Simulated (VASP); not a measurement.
Input of a VASP 6.6.1 run:

File INCAR:

```
PREC     = Accurate       # precision mode
ENCUT    = 520            # plane-wave cutoff, eV
EDIFF    = 1E-7           # SCF threshold, eV
ISMEAR   = 0              # smearing method
SIGMA    = 0.1            # smearing width, eV
LREAL    = F              # projectors in reciprocal space
LASPH    = T              # aspherical terms in the spheres
NELM     = 100            # most SCF steps
ALGO     = Normal         # electronic algorithm
ISIF     = 2              # what is computed and relaxed
LWAVE    = F              # write WAVECAR
LCHARG   = F              # write CHGCAR
GGA      = PE             # functional
IVDW     = 12             # dispersion correction
NBANDS   = 25             # bands
```

File KPOINTS:

```
Automatic mesh
0
Gamma
  9 9 14
```

The input POSCAR:

```
Hg
1.0
    5.3261420240      0.0000000000      0.0000000000
   -2.6630710120      4.6125742970      0.0000000000
    0.0000000000      0.0000000000      3.1389057290
Hg
3
Direct
    0.3333333333      0.6666666667      0.5000000000
    0.0000000000      0.0000000000      0.0000000000
    0.6666666667      0.3333333333      0.5000000000
```

Potentials or basis: VASP PAW PBE potentials, release 64 (Hg).

Run with:

```console
$ cat potpaw_PBE.64/Hg/POTCAR > POTCAR
$ mpirun -np 1 vasp_std > vasp.out
```

Task: What does it give for the dispersion energy per atom?

Result: -0.408 eV.

Task: Estimate the band gap on the k mesh.

Result: Zero (band 18 reaches 4.61 eV, above the bottom of band 19 at 1.03 eV).

Task: Predict the pressure.

Result: 0.2 GPa.

Caveat: spin-orbit coupling is left out, which moves the levels of the heavy elements; pairwise dispersion overbinds metals, which lowers pressure and volume.
